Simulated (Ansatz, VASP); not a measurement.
**Two plane-wave programs on PbS**

Contents of POSCAR:

```
PbS
1.0
    2.0984823409      1.2115593444      3.4287483306
   -2.0984823409      1.2115593444      3.4287483306
    0.0000000000     -2.4231186889      3.4287483306
Pb S
1 1
Direct
    0.9805657800      0.9805657800      0.9805657800
    0.4750355500      0.4750355500      0.4750355500
```

Contents of INCAR.step1:

```
PREC = Accurate ; ENCUT = 520
ISMEAR = -1 ; SIGMA = 0.05
LREAL = F ; LASPH = T
NELM = 100 ; NBANDS = 17
GGA = PE ; ALGO = Normal
EDIFF = 1E-4 ; LWAVE = T
LCHARG = F
```

Contents of INCAR.step2:

```
PREC = Accurate ; ENCUT = 520
EDIFF = 1E-7 ; ISMEAR = -1
SIGMA = 0.05 ; LREAL = F
LASPH = T ; NELM = 100
ALGO = Normal ; ISIF = 2
LWAVE = F ; LCHARG = T
METAGGA = R2SCAN ; LMIXTAU = T
LELF = T ; LVHAR = T
NBANDS = 17 ; ISTART = 1
```

File KPOINTS:

```
Automatic mesh
0
Gamma
  8 8 8
```

Contents of input.yaml:

```yaml
crystal:
  lattice:
    - [2.0984823409, 1.2115593444, 3.4287483306]
    - [-2.0984823409, 1.2115593444, 3.4287483306]
    - [0.0, -2.4231186889, 3.4287483306]
  atoms:
    - { symbol: Pb, position: [0.98056578, 0.98056578, 0.98056578] }
    - { symbol: S, position: [0.47503555, 0.47503555, 0.47503555] }
hamiltonian:
  xc: r2scan
  pseudopotentials: { kind: paw }
kpoints:
  mp_grid: { grid: [8, 8, 8] }
scf:
  occupations: { method: fermi_dirac, width: 0.05 }
output:
  forces: true
  stress: true
  eigenvalues: true
```

Alike in both runs: task single point; functional r2SCAN; k mesh 8 × 8 × 8; occupations fermi-dirac, width 0.05 eV; no spin polarisation.

|  | VASP | Ansatz |
| --- | --- | --- |
| version | VASP 6.6.1 | Ansatz 0.2.0 |
| potentials or method | VASP PAW PBE potentials, release 64 (Pb_d, S) | Ansatz PAW |
| plane-wave cutoff (eV) | 520 | 500 |
| valence electrons in the cell | 20 | 20 |

Ansatz gave:

| Item | Value |
| --- | --- |
| gap on the k mesh at the Fermi level (eV) | 0.63 |
| least direct gap on the mesh (eV) | 0.63 |
| pressure (GPa) | 1.2 |
| rms of the force components (eV/Å) | 0.012 |

Question: What did VASP give for the same quantities?

Answer: gap on the k mesh at the Fermi level (eV): 0.64; least direct gap on the mesh (eV): 0.64; pressure (GPa): 1.2; rms of the force components (eV/Å): 0.014.

VASP's potentials were made for PBE, not for r2SCAN. Atom by atom the forces differ by 0.002 eV/Å (rms over components).

Spin-orbit coupling is off throughout.
